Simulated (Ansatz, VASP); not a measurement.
One calculation of PbS, two programs

```
Pb S
1.0
     0.00000    2.99272    2.99272
     2.96500    0.02772    2.96500
     2.96500    2.96500    0.02772
Pb S
1 1
Direct
  0.00000 0.00000 0.00000
  0.50000 0.50000 0.50000
```

Change from the starting cell: strain +0.0187 x Voigt [0, 0, 0, 1, 0, 0], atoms carried along.

Alike in both runs: task single point; functional PBE; k mesh 10 × 10 × 10; occupations gaussian, width 0.03 eV; no spin polarisation.

```csv
,VASP,Ansatz
version,VASP 6.6.1,Ansatz 0.2.0
potentials or method,"VASP PAW PBE potentials, release 64 (Pb_d, S), cutoff 520 eV","scalar-relativistic, plane waves, PAW"
valence electrons in the cell,20,20
```

VASP gave:

| Quantity | Value |
| --- | --- |
| gap on the k mesh at the Fermi level (eV) | 0.27 |
| least direct gap on the mesh (eV) | 0.35 |
| pressure (GPa) | 2.2 |
| traceless stress, the component that is largest in VASP (GPa) | -0.37 |

Q: Estimate Ansatz's values.

A: gap on the k mesh at the Fermi level (eV): 0.27; least direct gap on the mesh (eV): 0.34; pressure (GPa): 2.3; traceless stress, the component that is largest in VASP (GPa): -0.36.

Spin-orbit coupling is off throughout.
